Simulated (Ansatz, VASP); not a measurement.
Sb in VASP and in Ansatz

File INCAR:

```
SYSTEM = Sb
  PREC = Accurate
  ENCUT = 520
  EDIFF = 1E-6
  ISMEAR = -1
  SIGMA = 0.1
  LREAL = .FALSE.
  LASPH = .TRUE.
  NELM = 60
  ALGO = Normal
  ISIF = 2
  LWAVE = .FALSE.
  LCHARG = .TRUE.
  GGA = RE
  LELF = .TRUE.
  LVHAR = .TRUE.
  NBANDS = 12
```

The input KPOINTS:

```
regular mesh
0
G
  14 14 14
  0 0 0
```

The input POSCAR:

```
Sb
1.0
    2.2812330006      1.3170704870      4.0875290660
   -2.2812330006      1.3170704870      4.0875290660
    0.0000000000     -2.6341409739      4.0875290660
Sb
2
Direct
    0.2311082914      0.2311082914      0.2311082914
    0.7688917086      0.7688917086      0.7688917086
```

Input for Ansatz:

```yaml
crystal:
  lattice:
    - [2.2812330006, 1.317070487, 4.087529066]
    - [-2.2812330006, 1.317070487, 4.087529066]
    - [0.0, -2.6341409739, 4.087529066]
  atoms:
    - { symbol: Sb, position: [0.2311082914, 0.2311082914, 0.2311082914] }
    - { symbol: Sb, position: [0.7688917086, 0.7688917086, 0.7688917086] }
hamiltonian:
  xc: revpbe
  pseudopotentials:
    kind: paw
    azcp:
      Sb: "pseudopotentials/Sb.paw.azcp"
basis:
  ecutwfc: 420
  fft_grid_basis: typed
kpoints:
  mp_grid: { grid: [14, 14, 14], shift: [0, 0, 0] }
magnetization:
  spin_polarized: false
scf:
  occupations: { method: fermi_dirac, width: 0.1 }
output:
  stress: true
```

Alike in both runs: task single point; functional revPBE; k mesh 14 × 14 × 14; occupations fermi-dirac, width 0.1 eV; no spin polarisation.

|  | VASP | Ansatz |
| --- | --- | --- |
| version | VASP 6.6.1 | Ansatz 0.2.0 |
| potentials or method | VASP PAW PBE potentials, release 64 (Sb), cutoff 520 eV | plane waves (420 eV) with PAW, scalar-relativistic |
| valence electrons in the cell | 10 | 30 |

|  | VASP | Ansatz | Ansatz less VASP |
| --- | --- | --- | --- |
| pressure (GPa) | -4.0 | -4.0 | +0.03 |
| traceless stress, the component that is largest in VASP (GPa) | 0.77 | 0.77 | +0.004 |

VASP's potentials were made for PBE, not for revPBE. With one functional, cell and mesh, what is left measures potentials, basis and numerics. VASP's potentials hold 10 valence electrons a cell and Ansatz's 30, so a difference there can come from the potentials and not from the codes.

Neither program's run includes spin-orbit coupling.
